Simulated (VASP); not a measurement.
The system is Si.

```
Si
1.0
    -1.62691    1.62691    1.32033
     1.62691   -1.62691    1.32033
     1.62691    1.62691   -1.32033
Si
1
Direct
  0.00000 0.00000 0.00000
```

Program: VASP 6.6.1. Alike in all runs: task single point; no spin polarisation; cell as given; k mesh 13 × 13 × 11; cutoff (eV) 520; smearing methfessel-paxton 0.05 eV.

Task: Order these runs on this cell by their pressure, lowest first.
A. level BLYP; potentials or basis VASP PAW PBE potentials, release 64 (Si)
B. level RPBE; potentials or basis VASP PAW PBE potentials, release 64 (Si)
C. level LDA; potentials or basis VASP PAW LDA potentials, release 64 (Si)

Result: C (0.1 GPa), B (4.5 GPa), A (13.1 GPa).

Caveats: the cell stands under pressure (at least some runs); the PAW data sets were made with another functional, which shifts forces and pressure a little (at least some runs).
